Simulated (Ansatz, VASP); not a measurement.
# NbAs: VASP beside Ansatz

```
Nb As
1.0
     0.00000    2.63777    2.63777
     2.63777    0.00000    2.63777
     2.63777    2.63777    0.00000
Nb As
1 1
Direct
  0.50000 0.50000 0.50000
  0.00000 0.00000 0.00000
```

Alike in both runs: task single point; functional PBE; k mesh 12 × 12 × 12; occupations methfessel-paxton of order 1, width 0.01 eV; no spin polarisation.

|  | VASP | Ansatz |
| --- | --- | --- |
| version | VASP 6.6.1 | Ansatz 0.2.0 |
| potentials or method | VASP PAW PBE potentials, release 64 (Nb_sv, As), cutoff 520 eV | scalar-relativistic, plane waves, PAW |
| valence electrons in the cell | 18 | 28 |

```tsv
	VASP	Ansatz	Ansatz less VASP
gap on the k mesh at the Fermi level (eV)	none	none	-
pressure (GPa)	-0.1	-0.1	-0.03
```

A gap of «none» marks a metal or a gap that the smearing closes. VASP's potentials hold 18 valence electrons a cell and Ansatz's 28, so a difference there can come from the potentials and not from the codes.
